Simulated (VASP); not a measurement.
A run of VASP 6.6.1 is set up as follows.

File POSCAR:

```
MoSe
1.0
    3.5002295900      0.0000000000      0.0000000000
    0.0000000000      3.5002295900      0.0000000000
    0.0000000000      0.0000000000      3.5002295900
Mo Se
1 1
Direct
    0.0000000000      0.0000000000      0.0000000000
    0.5000000000      0.5000000000      0.5000000000
```

File INCAR.step1:

```
PREC = Accurate ; ENCUT = 600
EDIFF = 1E-5 ; ISMEAR = -1
SIGMA = 0.05 ; LREAL = F
LASPH = T ; NELM = 80
ALGO = Normal ; LWAVE = T
LCHARG = F ; GGA = PE
NBANDS = 17
```

The input INCAR.step2:

```
PREC = Accurate ; ENCUT = 600
EDIFF = 1E-6 ; ISMEAR = -1
SIGMA = 0.05 ; LREAL = F
LASPH = T ; NELM = 80
ALGO = Normal ; ISIF = 3
LWAVE = F ; LCHARG = F
GGA = PE ; LHFCALC = T
AEXX = 1.0 ; ALDAC = 0.0
AGGAC = 0.0 ; PRECFOCK = Normal
IBRION = 2 ; NSW = 60
EDIFFG = -0.01 ; ISTART = 1
```

File KPOINTS:

```
Automatic mesh
0
Gamma
  4 4 4
```

Potentials or basis: VASP PAW PBE potentials, release 64 (Mo_sv, Se).

Command:

```console
$ cat potpaw_PBE.64/Mo_sv/POTCAR potpaw_PBE.64/Se/POTCAR > POTCAR
$ cp INCAR.step1 INCAR
$ mpirun -np 1 vasp_std > vasp.out
$ cp INCAR.step2 INCAR
$ mpirun -np 1 vasp_std > vasp.out
```

Q: Estimate the space group after relaxing (to 0.1 Å).

A: Pm-3m (No. 221).

Q: Predict the band gap on the k mesh.

A: 7.84 eV (least direct gap 7.92 eV).

The path:
| step | energy change (eV) | largest force (eV/Å) | pressure (GPa) | volume (Å³) |
| --- | --- | --- | --- | --- |
| 1 | 0.0000 | 0.0000 | -2.69 | 42.88 |
| 2 | -0.0100 | 0.0000 | 1.38 | 40.69 |
| 3 | -0.0131 | 0.0000 | 0.02 | 41.38 |

Caveat: the k points lie up to 0.45 Å⁻¹ apart in the final cell; the PAW data sets were made with another functional, which shifts forces and pressure a little. A k mesh can miss the band edges.
